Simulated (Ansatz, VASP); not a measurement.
## La in VASP and in Ansatz

```
La
1.0
     5.95745    0.00000    0.00000
    -2.97873    5.15931    0.00000
     0.00000    0.00000    3.65192
La
3
Direct
  0.00000 0.00000 0.00000
  0.33333 0.66667 0.50000
  0.66667 0.33333 0.50000
```

Alike in both runs: task relaxation of cell and atoms; functional BLYP; k mesh 6 × 6 × 9; occupations fermi-dirac, width 0.1 eV; no spin polarisation.

```csv
,VASP,Ansatz
version,VASP 6.6.1,Ansatz 0.2.0
potentials or method,"VASP PAW PBE potentials, release 64 (La), cutoff 600 eV","plane waves (420 eV) with PAW, scalar-relativistic"
valence electrons in the cell,33,33
```

Ansatz gave:

| Quantity | Value |
| --- | --- |
| relaxed volume (Å³/atom) | 40.04 |
| relaxed length of the cell vector where the two differ most in proportion (Å) | 6.089 |

What did VASP give for the same quantities?

Relaxed volume (Å³/atom): 39.98; relaxed length of the cell vector where the two differ most in proportion (Å): 6.084.

VASP's potentials were made for PBE, not for BLYP.

Spin-orbit coupling is off throughout.
